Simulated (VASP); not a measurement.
Write the native input for VASP 6.6.1 that does the following.

* Task: single point
* Functional: PBE
* Potentials or basis: VASP PAW PBE potentials, release 64 (Na_pv, H)
* Cutoff: 520 eV
* k mesh: 6 × 6 × 12
* Occupations: gaussian, width 0.1 eV
* Spin: no spin polarisation
* Dipole correction: no
* Further INCAR settings: ALGO = Normal; EDIFF = 1e-07; NBANDS = 27

The structure of Na5H lies in POSCAR:

```
Na5H
1.0
    7.9509056243      0.0000000000      0.0000000000
   -3.9754528121      6.8856862537      0.0000000000
    0.0000000000      0.0000000000      3.4317677177
Na H
5 1
Direct
    0.0000000000      0.7666440957      0.0000000000
    0.7666440957      0.0000000000      0.0000000000
    0.2333559043      0.2333559043      0.0000000000
    0.6666666667      0.3333333333      0.5000000000
    0.3333333333      0.6666666667      0.5000000000
    0.0000000000      0.0000000000      0.5000000000
```

The cell was generated, and may not be a known phase.

The input as run:

INCAR

```
ALGO = Normal ; EDIFF = 1E-7
ENCUT = 520 ; GGA = PE
ISIF = 2 ; ISMEAR = 0
LASPH = True ; LCHARG = True
LELF = True ; LREAL = False
LVHAR = True ; LWAVE = False
NBANDS = 27 ; NELM = 80
PREC = Accurate ; SIGMA = 0.1
```

KPOINTS

```
k-points
0
Gamma
  6 6 12
```

Potentials or basis: VASP PAW PBE potentials, release 64 (Na_pv, H).

Launch:

```console
$ cat potpaw_PBE.64/Na_pv/POTCAR potpaw_PBE.64/H/POTCAR > POTCAR
$ mpirun -np 1 vasp_std > vasp.out
```

It gave:

```json
{
 "Pressure": "0.0 GPa",
 "Band gap on the k mesh": "zero (bands 18 and 19 overlap by 2.12 eV)"
}
```

It took 83 s on 1 thread of Intel(R) Xeon(R) 6975P-C (Granite Rapids), with other jobs on the host, peak memory 0.4 GiB.
